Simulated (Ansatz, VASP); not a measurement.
# One calculation of Zn2Ga, two programs

INCAR

```
SYSTEM = Zn2Ga
PREC = Accurate
ENCUT = 600
EDIFF = 1E-6
ISMEAR = 0
SIGMA = 0.1
LREAL = .FALSE.
LASPH = .TRUE.
NELM = 80
ALGO = Fast
ISIF = 3
LWAVE = .FALSE.
LCHARG = .FALSE.
GGA = PE
IBRION = 2
NSW = 100
EDIFFG = -0.01
```

File KPOINTS:

```
Automatic mesh
0
G
  10 10 10
  0 0 0
```

POSCAR

```
Zn2Ga
1.0
    0.0000000000      3.7311674083      3.7311674083
    3.7311674083      0.0000000000      3.7311674083
    3.7311674083      3.7311674083      0.0000000000
Zn Ga
4 2
Direct
    0.1250000000      0.1250000000      0.1250000000
    0.6250000000      0.1250000000      0.1250000000
    0.1250000000      0.1250000000      0.6250000000
    0.1250000000      0.6250000000      0.1250000000
    0.5000000000      0.5000000000      0.5000000000
    0.7500000000      0.7500000000      0.7500000000
```

Input for Ansatz:

```yaml
crystal:
  lattice:
    - [0.0, 3.7311674083, 3.7311674083]
    - [3.7311674083, 0.0, 3.7311674083]
    - [3.7311674083, 3.7311674083, 0.0]
  atoms:
    - { symbol: Zn, position: [0.125, 0.125, 0.125] }
    - { symbol: Zn, position: [0.625, 0.125, 0.125] }
    - { symbol: Zn, position: [0.125, 0.125, 0.625] }
    - { symbol: Zn, position: [0.125, 0.625, 0.125] }
    - { symbol: Ga, position: [0.5, 0.5, 0.5] }
    - { symbol: Ga, position: [0.75, 0.75, 0.75] }
basis:
  ecutwfc: 420
kpoints:
  mp_grid: { grid: [10, 10, 10] }
hamiltonian:
  xc: pbe
scf:
  occupations: { method: gaussian, width: 0.1 }
output:
  forces: true
  stress: true
  eigenvalues: true
relax:
  adjacent_minimum: "off"
  f_tol: 0.01
  max_steps: 80
  cell: { stress_tol: 0.05 }
```

Alike in both runs: task relaxation of cell and atoms; functional PBE; k mesh 10 × 10 × 10; occupations gaussian, width 0.1 eV; no spin polarisation.

|  | VASP | Ansatz |
| --- | --- | --- |
| version | VASP 6.6.1 | Ansatz 0.2.0 |
| potentials or method | VASP PAW PBE potentials, release 64 (Zn, Ga_d), cutoff 600 eV | scalar-relativistic, plane waves, PAW |
| valence electrons in the cell | 74 | 74 |

|  | VASP | Ansatz | Ansatz less VASP |
| --- | --- | --- | --- |
| gap on the k mesh at the Fermi level, each at its own relaxed structure (eV) | none | none | - |
| relaxed volume (Å³/atom) | 17.05 | 16.99 | -0.063 |
| relaxed length of the cell vector where the two differ most in proportion (Å) | 5.250 | 5.244 | -0.0065 |

A gap of «none» marks a metal or a gap that the smearing closes.
